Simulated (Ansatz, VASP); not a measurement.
**Li2ZnO2 in VASP and in Ansatz**

```
CELL_PARAMETERS angstrom
6.15178 0.00000 0.00000
0.00000 6.15178 0.00000
0.00000 0.00000 3.51636
ATOMIC_POSITIONS crystal
Li 0.68120 0.18120 0.50000
Li 0.31880 0.81880 0.50000
Li 0.18120 0.31880 0.50000
Li 0.81880 0.68120 0.50000
Zn 0.50000 0.50000 0.00000
Zn 0.00000 0.00000 0.00000
O 0.11420 0.61420 0.00000
O 0.88580 0.38580 0.00000
O 0.61420 0.88580 0.00000
O 0.38580 0.11420 0.00000
```

Change from the starting cell: species swapped into the LiNd2Si2 type (P4/mbm, No. 127).

Alike in both runs: task relaxation of cell and atoms; functional PBE; k mesh 4 × 4 × 6; occupations gaussian, width 0.1 eV; no spin polarisation.

```csv
,VASP,Ansatz
version,VASP 6.6.1,Ansatz 0.2.0
potentials or method,"VASP PAW PBE potentials, release 64 (Li_sv, Zn, O), cutoff 600 eV","scalar-relativistic, plane waves, PAW"
valence electrons in the cell,60,60
```

|  | VASP | Ansatz | Ansatz less VASP |
| --- | --- | --- | --- |
| gap on the k mesh at the Fermi level, each at its own relaxed structure (eV) | 0.07 | 0.06 | -0.012 |
| relaxed volume (Å³/atom) | 9.24 | 9.20 | -0.033 |
| relaxed length of the cell vector where the two differ most in proportion (Å) | 5.621 | 5.610 | -0.0108 |

Noted on VASP's run: the cutoff is under 1.25 times that of the potentials, so the pressure is a little rough; the volume moved by over 15 % at a fixed basis, so the end points are rough.
